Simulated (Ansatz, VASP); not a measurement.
## Al2InAs3: VASP beside Ansatz

```
CELL_PARAMETERS angstrom
-2.07507 2.07507 8.83075
2.07507 -2.07507 8.83075
2.07507 2.07507 -8.83075
ATOMIC_POSITIONS crystal
Al 0.82934 0.82934 0.00000
Al 0.17066 0.17066 0.00000
In 0.50000 0.50000 0.00000
As 0.40730 0.90730 0.50000
As 0.09270 0.59270 0.50000
As 0.75000 0.25000 0.50000
```

Alike in both runs: task single point; functional PBE; k mesh 10 × 10 × 10; occupations gaussian, width 0.02 eV; no spin polarisation.

```csv
,VASP,Ansatz
version,VASP 6.6.1,Ansatz 0.2.0
potentials or method,"VASP PAW PBE potentials, release 64 (Al, In_d, As), cutoff 520 eV","scalar-relativistic, plane waves, PAW"
valence electrons in the cell,34,64
```

```csv
,VASP,Ansatz,Ansatz less VASP
gap on the k mesh at the Fermi level (eV),0.84,0.84,-0.003
least direct gap on the mesh (eV),0.84,0.84,-0.003
pressure (GPa),0.1,0.0,-0.11
```

VASP's potentials hold 34 valence electrons a cell and Ansatz's 64, so a difference there can come from the potentials and not from the codes.
